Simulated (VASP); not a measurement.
Crystal: MoPbS4.

```
Mo Pb S
1.0
     7.54148    0.00000    0.00000
     0.00000    7.54148    0.00000
     0.00000    0.00000    3.18736
Mo Pb S
1 1 4
Direct
  0.00000 0.00000 0.00000
  0.50000 0.50000 0.00000
  0.13112 0.50000 0.00000
  0.86888 0.50000 0.00000
  0.50000 0.13112 0.00000
  0.50000 0.86888 0.00000
```

The cell was built from a structure type or drawn by symmetry, and may not be a known phase.

- Program: VASP 6.6.1
- Task: relaxation of cell and atoms
- Functional: PBE
- Potentials or basis: VASP PAW PBE potentials, release 64 (Mo_sv, Pb_d, S)
- Cutoff: 600 eV
- k mesh: 2 × 2 × 6
- Occupations: gaussian, width 0.1 eV
- Spin: collinear spin
- Starting moments: [4.3, 0.0, 0.0, 0.0, 0.0, 0.0] μB

At the start: pressure -0.1 GPa; volume 30.21 Å³/atom.

Task: Where does the relaxation end?

Result: Over 7 steps the energy falls by 29.8 meV/atom and the volume is 29.74 Å³/atom (-1.6 %); space group P4/mmm (No. 123, to 0.1 Å) before and after; moment 4.46 μB per cell.

Step by step:
| step | energy change (eV) | largest force (eV/Å) | pressure (GPa) | volume (Å³) |
| --- | --- | --- | --- | --- |
| 1 | 0.0000 | 0.0637 | -0.06 | 181.28 |
| 2 | -0.1040 | 0.3823 | -0.59 | 180.87 |
| 3 | -0.1370 | 0.7753 | -0.92 | 179.94 |
| 4 | -0.1472 | 0.6444 | -0.88 | 180.32 |
| 5 | -0.1705 | 0.1998 | 0.64 | 176.69 |
| 6 | -0.1775 | 0.0919 | 0.12 | 177.83 |
| 7 | -0.1789 | 0.0145 | 0.10 | 178.43 |

Final structure:
```
CELL_PARAMETERS angstrom
7.72592 0.00000 0.00000
0.00000 7.72592 0.00000
0.00000 0.00000 2.98937
ATOMIC_POSITIONS crystal
Mo 0.00000 0.00000 0.00000
Pb 0.50000 0.50000 0.00000
S 0.12770 0.50000 0.00000
S 0.87230 0.50000 0.00000
S 0.50000 0.12770 0.00000
S 0.50000 0.87230 0.00000
```

Caveat: the k points lie up to 0.41 Å⁻¹ apart in the final cell.
